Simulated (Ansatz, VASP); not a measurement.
TePb: VASP beside Ansatz

```
CELL_PARAMETERS angstrom
0.00000 3.72530 2.42144
3.72530 0.00000 2.42144
3.72530 3.72530 0.00000
ATOMIC_POSITIONS crystal
Te 0.50000 0.50000 0.50000
Pb 0.00000 0.00000 0.00000
```

Alike in both runs: task single point; functional PBE; k mesh 8 × 8 × 8; occupations gaussian, width 0.05 eV; no spin polarisation.

|  | VASP | Ansatz |
| --- | --- | --- |
| version | VASP 6.6.1 | Ansatz 0.2.0 |
| potentials or method | VASP PAW PBE potentials, release 64 (Te, Pb_d), cutoff 520 eV | scalar-relativistic, plane waves, PAW |
| valence electrons in the cell | 20 | 30 |

```tsv
	VASP	Ansatz	Ansatz less VASP
gap on the k mesh at the Fermi level (eV)	none	none	-
pressure (GPa)	25.6	25.9	+0.27
traceless stress, the component that is largest in VASP (GPa)	51.30	51.81	+0.507
```

A gap of «none» marks a metal or a gap that the smearing closes. VASP's potentials hold 20 valence electrons a cell and Ansatz's 30, so a difference there can come from the potentials and not from the codes.

Neither program's run includes spin-orbit coupling.
